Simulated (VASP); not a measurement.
# BaTiO3: relaxation of cell and atoms with PBE

Crystal: BaTiO3.

```
Ba Ti O
1.0
     3.99806    0.00000    0.00000
     0.00000    3.99806    0.00000
     0.00000    0.00000    3.99806
Ba Ti O
1 1 3
Direct
  0.00000 0.00000 0.00000
  0.50000 0.50000 0.50000
  0.00000 0.50000 0.50000
  0.50000 0.00000 0.50000
  0.50000 0.50000 0.00000
```

```
Program                : VASP 6.6.1
Task                   : relaxation of cell and atoms
Functional             : PBE
Potentials or basis    : VASP PAW PBE potentials, release 64 (Ba_sv, Ti_sv, O)
Cutoff                 : 600 eV
k mesh                 : 8 × 8 × 8
Occupations            : gaussian, width 0.02 eV
Spin                   : no spin polarisation
Dipole correction      : no
Further INCAR settings : ALGO = Normal; EDIFF = 1e-06; IBRION = 2; EDIFFG = -0.01; NSW = 100; ISIF = 3
```

| Quantity | Value |
| --- | --- |
| Relaxed volume | 13.11 Å³/atom |
| Relaxed cell | a = 4.032 Å, b = 4.032 Å, c = 4.032 Å, α = 90.00°, β = 90.00°, γ = 90.00° |
| Space group after relaxing (to 0.1 Å) | Pm-3m (No. 221) |
| Energy gained by relaxing | 4.3 meV/atom |
| Ionic steps | 3 |
| Pressure after relaxing | 0.0 GPa |
| Band gap on the k mesh | 1.70 eV (least direct gap 1.87 eV) |

Step by step:
| step | energy change (eV) | largest force (eV/Å) | pressure (GPa) | volume (Å³) |
| --- | --- | --- | --- | --- |
| 1 | 0.0000 | 0.0000 | 4.34 | 63.91 |
| 2 | -0.0025 | 0.0000 | -3.71 | 67.16 |
| 3 | -0.0216 | 0.0000 | -0.01 | 65.55 |

Final structure:
```cif
data_structure
_symmetry_space_group_name_H-M 'P 1'
_symmetry_Int_Tables_number 1
_cell_length_a 4.0321
_cell_length_b 4.0321
_cell_length_c 4.0321
_cell_angle_alpha 90.000
_cell_angle_beta 90.000
_cell_angle_gamma 90.000
_cell_volume 65.55
loop_
_atom_site_label
_atom_site_type_symbol
_atom_site_fract_x
_atom_site_fract_y
_atom_site_fract_z
_atom_site_occupancy
Ba1 Ba 0.00000 0.00000 0.00000 1
Ti1 Ti 0.50000 0.50000 0.50000 1
O1 O 0.00000 0.50000 0.50000 1
O2 O 0.50000 0.00000 0.50000 1
O3 O 0.50000 0.50000 0.00000 1
```

Levels at points of the mesh, in eV from the valence-band top:
```
           k point  band 18  band 19  band 20  band 21  band 22  band 23
(0.00, 0.00, 0.00)    -0.17    -0.17    -0.17     1.70     1.70     1.70
(0.50, 0.00, 0.00)    -1.80    -0.71    -0.71     1.85     3.38     3.38
(0.50, 0.50, 0.00)    -0.88    -0.88    -0.09     3.38     3.38     3.79
(0.50, 0.50, 0.50)     0.00     0.00     0.00     4.02     4.02     4.02
```

It took 3 min on 1 thread of Intel Xeon 8259CL (shared host), peak memory 0.23 GiB.

Caveat: spin-orbit coupling is left out, which moves the levels of the heavy elements. A k mesh can miss the band edges.
